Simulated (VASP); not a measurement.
**HfAlO: single point with PBE**

The system is HfAlO.

```
Hf Al O
1.0
     3.34693    0.00000    0.00000
     0.00000    3.34693    0.00000
     0.00000    0.00000    7.64807
Hf Al O
2 2 2
Direct
  0.50000 0.00000 0.67961
  0.00000 0.50000 0.32039
  0.00000 0.00000 0.00000
  0.50000 0.50000 0.00000
  0.50000 0.00000 0.39638
  0.00000 0.50000 0.60362
```

The cell was generated, and may not be a known phase.

| Property | Result |
| --- | --- |
| Program | VASP 6.6.1 |
| Task | single point |
| Functional | PBE |
| Potentials or basis | VASP PAW PBE potentials, release 64 (Hf_pv, Al, O) |
| Cutoff | 520 eV |
| k mesh | 4 × 4 × 4 |
| Occupations | gaussian, width 0.1 eV |
| Spin | no spin polarisation |

- Pressure: -1.1 GPa
- Largest force: 0.142 eV/Å
- Band gap on the k mesh: zero (bands 19 and 20 overlap by 2.49 eV)

Forces on the atoms (eV/Å):
```
Hf   0.000  0.000 -0.142
Hf   0.000  0.000  0.142
Al   0.000  0.000  0.000
Al   0.000  0.000  0.000
O    0.000  0.000  0.043
O    0.000  0.000 -0.043
```

Levels at points of the mesh, in eV from the Fermi level:
```csv
k point,band 17,band 18,band 19,band 20,band 21,band 22
"(0.00, 0.00, 0.00)",-2.08,-1.21,-0.04,0.38,0.38,0.99
"(0.50, 0.00, 0.00)",-1.00,-1.00,1.02,1.02,1.81,1.81
"(0.50, 0.50, 0.00)",-3.78,-3.78,-0.73,-0.73,2.37,2.37
"(0.00, 0.00, 0.50)",-2.02,-1.31,0.45,0.45,0.97,1.05
"(0.50, 0.00, 0.50)",-1.92,-1.92,1.45,1.45,2.00,2.00
"(0.50, 0.50, 0.50)",-3.61,-3.61,-1.03,-1.03,1.26,1.26
```

Run time: 92 s on 1 thread of Intel Xeon 8259CL (shared host), peak memory 0.22 GiB.

Caveat: the k points lie up to 0.47 Å⁻¹ apart, too coarse for converged energies and pressures of a metal; spin-orbit coupling is left out, which moves the levels of the heavy elements.
